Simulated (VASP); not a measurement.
Here is a VASP 6.6.1 calculation.

File POSCAR:

```
Ti
1.0
    0.0000000000      2.0300000000      2.0300000000
    2.0300000000      0.0000000000      2.0300000000
    2.0300000000      2.0300000000      0.0000000000
Ti
1
Direct
    0.0000000000      0.0000000000      0.0000000000
```

File INCAR.step1:

```
  PREC = Accurate
  ENCUT = 520
  EDIFF = 1E-5
  ISMEAR = -1
  SIGMA = 0.05
  LREAL = F
  LASPH = T
  NELM = 80
  ALGO = Normal
  ISIF = 2
  LWAVE = T
  NBANDS = 12
  GGA = PE
```

The input INCAR.step2:

```
  PREC = Accurate
  ENCUT = 520
  EDIFF = 1E-7
  ISMEAR = -1
  SIGMA = 0.05
  LREAL = F
  LASPH = T
  NELM = 80
  ALGO = Normal
  ISIF = 2
  LWAVE = F
  LCHARG = T
  GGA = PS
  LHFCALC = T
  AEXX = 0.25
  HFSCREEN = 0.207
  PRECFOCK = Normal
  LELF = T
  LVHAR = T
  NBANDS = 12
  ISTART = 1
```

KPOINTS

```
Automatic mesh
0
Gamma
  6 6 6
```

Potentials or basis: VASP PAW PBE potentials, release 64 (Ti_sv).

The run is started by

```console
$ cat potpaw_PBE.64/Ti_sv/POTCAR > POTCAR
$ cp INCAR.step1 INCAR
$ mpirun -np 1 vasp_std > vasp.out
$ cp INCAR.step2 INCAR
$ mpirun -np 1 vasp_std > vasp.out
```

Question: What does it give for the band gap on the k mesh?

Answer: Zero (bands 6 and 7 overlap by 1.50 eV).

Question: Predict the pressure.

Answer: 0.1 GPa.

Caveat: the k points lie up to 0.45 Å⁻¹ apart, too coarse for converged energies and pressures of a metal; the PAW data sets were made with another functional, which shifts forces and pressure a little.
